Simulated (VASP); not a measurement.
Set up this calculation in VASP 6.6.1, as the native input.

* Task: single point
* Functional: PBEsol
* Potentials or basis: VASP PAW PBE potentials, release 64 (Ti_sv)
* Cutoff: 400 eV
* k mesh: 12 × 8 × 1
* Occupations: gaussian, width 0.1 eV
* Spin: no spin polarisation
* Dipole correction: yes
* Further INCAR settings: ALGO = Normal; EDIFF = 1e-06; NBANDS = 71; NELMDL = -8

The structure of Ti lies in POSCAR:

```
Ti
1.0
    2.7987936497      0.0000000000      0.0000000000
    0.0000000000      4.5152900626      0.0000000000
    0.0000000000      0.0000000000     26.7310676991
Ti
10
Direct
    0.5000000000      0.0000000000      0.2831299851
    0.0000000000      0.5000000000      0.3303429810
    0.5000000000      0.0000000000      0.3776988362
    0.5000000000      0.5000000000      0.4269570514
    0.0000000000      0.0000000000      0.4767744345
    0.5000000000      0.5000000000      0.5240544882
    0.5000000000      0.0000000000      0.5720994907
    0.0000000000      0.5000000000      0.6249049011
    0.5000000000      0.0000000000      0.6700559310
    0.5000000000      0.5000000000      0.7139819008
```

These files were run (other wordings do the same):

INCAR

```
PREC = Accurate ; ENCUT = 400
EDIFF = 1E-6 ; ISMEAR = 0
SIGMA = 0.1 ; LREAL = F
LASPH = T ; NELM = 120
ALGO = Normal ; ISIF = 2
LWAVE = F ; LCHARG = F
LDIPOL = T ; IDIPOL = 3
DIPOL = 0.5 0.5 0.500 ; GGA = PS
NBANDS = 71 ; GGA_COMPAT = F
NELMDL = -8
```

KPOINTS

```
Automatic mesh
0
Gamma
  12 8 1
```

Potentials or basis: VASP PAW PBE potentials, release 64 (Ti_sv).

Command:

```console
$ cat potpaw_PBE.64/Ti_sv/POTCAR > POTCAR
$ mpirun -np 1 vasp_std > vasp.out
```

It gave:

```
Largest force          : 0.020 eV/Å
Band gap on the k mesh : zero (bands 60 and 61 overlap by 0.20 eV)
```

Caveat: the PAW data sets were made with another functional, which shifts forces and pressure a little.

Wall time 20 min on 1 thread of Oxide Virtual Turin-like Processor, on a shared host, peak memory 0.51 GiB.
